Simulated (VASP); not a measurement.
Runs of VASP 6.6.1 on Sn. The structure is that of space group Im-3m (No. 229), or close to it. The cells are those of the table. 

```csv
cell,further INCAR settings,gap on the mesh (eV),pressure (GPa)
"a = 3.266 Å, angles 110.3, 110.3, 107.8°, 1 atom",ALGO = Fast; EDIFF = 1e-06; NBANDS = 13,none,-1.2
"a = 3.348 Å, angles 108.7, 108.7, 111.1°, 1 atom",ALGO = Fast; EDIFF = 1e-06; NBANDS = 13,none,-4.3
"a = 3.298 Å, angles 108.7, 108.7, 111.1°, 1 atom",ALGO = Fast; EDIFF = 1e-07; NBANDS = 13,none,-2.6
"a = 3.332 Å, angles 108.3, 108.3, 111.9°, 1 atom",ALGO = Fast; EDIFF = 1e-06; NBANDS = 13,none,-3.7
"a = 3.315 Å, angles 109.1, 109.1, 110.3°, 1 atom",ALGO = Fast; EDIFF = 1e-06; NBANDS = 13,none,-3.2
"a = 3.282 Å, angles 110.7, 110.7, 107.0°, 1 atom",ALGO = Fast; EDIFF = 1e-06; NBANDS = 13,none,-1.9
"a = 3.282 Å, angles 108.3, 108.3, 111.9°, 1 atom",ALGO = Fast; EDIFF = 1e-07; NBANDS = 13,none,(a)
"a = 3.347 Å, angles 109.9, 109.9, 108.7°, 1 atom",ALGO = Fast; EDIFF = 1e-06; NBANDS = 13,none,-4.3
"a = 3.315 Å, angles 110.3, 110.3, 107.9°, 1 atom",ALGO = Fast; EDIFF = 1e-06; NBANDS = 13,none,-3.2
"a = 3.298 Å, angles 109.9, 109.9, 108.7°, 1 atom",ALGO = Fast; EDIFF = 1e-06; NBANDS = 13,none,-2.6
```

Alike in all rows: task single point; level PBEsol; potentials or basis VASP PAW PBE potentials, release 64 (Sn_d); no spin polarisation; k mesh 18 × 18 × 18; cutoff (eV) 520; smearing gaussian 0.15 eV.

Q: Fill in the values left out.

A: (a) -2.0.

Caveats: the PAW data sets were made with another functional, which shifts forces and pressure a little; spin-orbit coupling is left out, which moves the levels of the heavy elements; the cell stands under tension (at least some runs).

A k mesh can miss the band edges, and the runs leave out spin-orbit coupling on Sn.

A gap of «none» marks levels without a gap at the run's occupations.
